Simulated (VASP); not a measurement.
A run of VASP 6.6.1:

Contents of INCAR:

```
SYSTEM = SrMg
PREC = Accurate
ENCUT = 520
EDIFF = 1E-7
ISMEAR = 0
SIGMA = 0.15
LREAL = .False.
LASPH = .True.
NELM = 80
ALGO = Fast
ISIF = 2
LWAVE = .False.
LCHARG = .False.
GGA = PS
NBANDS = 13
```

The input KPOINTS:

```
regular mesh
0
Gamma
  14 14 14
  0 0 0
```

The input POSCAR:

```
SrMg
1.0
    3.8370857725      0.0000000000      0.0000000000
    0.0000000000      3.8370857725      0.0000000000
    0.0000000000      0.0000000000      4.0289400612
Sr Mg
1 1
Direct
    0.5000000000      0.5000000000      0.5000000000
    0.0000000000      0.0000000000      0.0000000000
```

Potentials or basis: VASP PAW PBE potentials, release 64 (Sr_sv, Mg).

Run with:

```sh
$ cat potpaw_PBE.64/Sr_sv/POTCAR potpaw_PBE.64/Mg/POTCAR > POTCAR
$ mpirun -np 1 vasp_std > vasp.out
```

Hardware: 1 thread of Oxide Virtual Turin-like Processor, on a shared host.

Task: Estimate the wall time of this run.

Result: Run time: 4.2 min on 1 thread of Oxide Virtual Turin-like Processor (shared host), peak memory 0.34 GiB. Counts: scf iterations 15, k points 288.
